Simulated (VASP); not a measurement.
Write the native input for VASP 6.6.1 that does the following.

```
Task                   : relaxation of cell and atoms
Functional             : PBEsol
Potentials or basis    : VASP PAW PBE potentials, release 64 (Bi_d, Te)
Cutoff                 : 600 eV
k mesh                 : 6 × 6 × 6
Occupations            : gaussian, width 0.01 eV
Spin                   : no spin polarisation
Dipole correction      : no
Further INCAR settings : ALGO = Normal; EDIFF = 1e-07; IBRION = 2; EDIFFG = -0.03; NSW = 80; ISIF = 3
```

The structure of Bi2Te3 lies in POSCAR:

```
Bi2Te3
1.0
    2.1930000000      1.2661291400     10.1656666700
   -2.1930000000      1.2661291400     10.1656666700
    0.0000000000     -2.5322582800     10.1656666700
Bi Te
2 3
Direct
    0.4000000000      0.4000000000      0.4000000000
    0.6000000000      0.6000000000      0.6000000000
    0.0000000000      0.0000000000      0.0000000000
    0.2095000000      0.2095000000      0.2095000000
    0.7905000000      0.7905000000      0.7905000000
```

One way to write it, as run:

INCAR

```
ALGO     = Normal         # electronic algorithm
EDIFF    = 1E-7           # SCF threshold, eV
EDIFFG   = -0.03          # ionic threshold
ENCUT    = 600            # plane-wave cutoff, eV
GGA      = PS             # functional
IBRION   = 2              # ionic algorithm
ISIF     = 3              # what is computed and relaxed
ISMEAR   = 0              # smearing method
LASPH    = True           # aspherical terms in the spheres
LCHARG   = False          # write CHGCAR
LREAL    = False          # projectors in reciprocal space
LWAVE    = False          # write WAVECAR
NELM     = 60             # most SCF steps
NSW      = 80             # ionic steps
PREC     = Accurate       # precision mode
SIGMA    = 0.01           # smearing width, eV
```

KPOINTS

```
k-points
0
Gamma
  6 6 6
```

Potentials or basis: VASP PAW PBE potentials, release 64 (Bi_d, Te).

Launch:

```bash
$ cat potpaw_PBE.64/Bi_d/POTCAR potpaw_PBE.64/Te/POTCAR > POTCAR
$ mpirun -np 1 vasp_std > vasp.out
```

It gave:

```
Relaxed volume                        : 33.52 Å³/atom
Relaxed cell                          : a = 10.429 Å, b = 10.429 Å, c = 10.429 Å, α = 24.21°, β = 24.21°, γ = 24.21°
Space group after relaxing (to 0.1 Å) : R-3m (No. 166)
Energy gained by relaxing             : 0.7 meV/atom
Ionic steps                           : 3
Pressure after relaxing               : 0.0 GPa
Largest force after relaxing          : 0.021 eV/Å
Band gap on the k mesh                : 0.22 eV
```

Caveat: the PAW data sets were made with another functional, which shifts forces and pressure a little; spin-orbit coupling is left out, which moves the levels of the heavy elements.

Wall time 59 min on 1 thread of Intel Xeon 8259CL, on a shared host, peak memory 1.1 GiB.
